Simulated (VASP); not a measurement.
Write the native input for VASP 6.6.1 that does the following.

| Item | Value |
| --- | --- |
| Task | single point |
| Functional | PBEsol |
| Potentials or basis | VASP PAW PBE potentials, release 64 (Ba_sv, Ti_sv, O_h) |
| Cutoff | 1340 eV |
| k mesh | 4 × 4 × 4 |
| Occupations | gaussian, width 0.01 eV |
| Spin | no spin polarisation |
| Dipole correction | no |
| Further INCAR settings | ALGO = Normal; EDIFF = 1e-06; NBANDS = 28 |

The structure of BaTiO3 lies in POSCAR:

```
BaTiO3
1.0
    3.9700698134      0.0000000000      0.0000000000
    0.0000000000      3.9700698134      0.0000000000
    0.0000000000      0.0000000000      3.9700698134
Ba Ti O
1 1 3
Direct
    0.5000000000      0.5000000000      0.5000000000
    0.0000000000      0.0000000000      0.0000000000
    0.5000000000      0.0000000000      0.0000000000
    0.0000000000      0.5000000000      0.0000000000
    0.0000000000      0.0000000000      0.5000000000
```

These files were run (other wordings do the same):

INCAR

```
SYSTEM = BaTiO3
PREC = Accurate ; ENCUT = 1340
EDIFF = 1E-6 ; ISMEAR = 0
SIGMA = 0.01 ; LREAL = .False.
LASPH = .True. ; NELM = 120
ALGO = Normal ; ISIF = 2
LWAVE = .False. ; LCHARG = .False.
GGA = PS ; NBANDS = 28
GGA_COMPAT = .False.
```

KPOINTS

```
regular mesh
0
Gamma
  4 4 4
  0 0 0
```

Potentials or basis: VASP PAW PBE potentials, release 64 (Ba_sv, Ti_sv, O_h).

Launch:

```console
$ cat potpaw_PBE.64/Ba_sv/POTCAR potpaw_PBE.64/Ti_sv/POTCAR potpaw_PBE.64/O_h/POTCAR > POTCAR
$ mpirun -np 1 vasp_std > vasp.out
```

It gave:

```
Pressure               : 1.9 GPa
Band gap on the k mesh : 1.73 eV (least direct gap 1.85 eV)
```

Caveat: the PAW data sets were made with another functional, which shifts forces and pressure a little; spin-orbit coupling is left out, which moves the levels of the heavy elements.

Run time: 68 s on 1 thread of Intel(R) Xeon(R) 6975P-C (Granite Rapids) (shared host), peak memory 0.37 GiB.
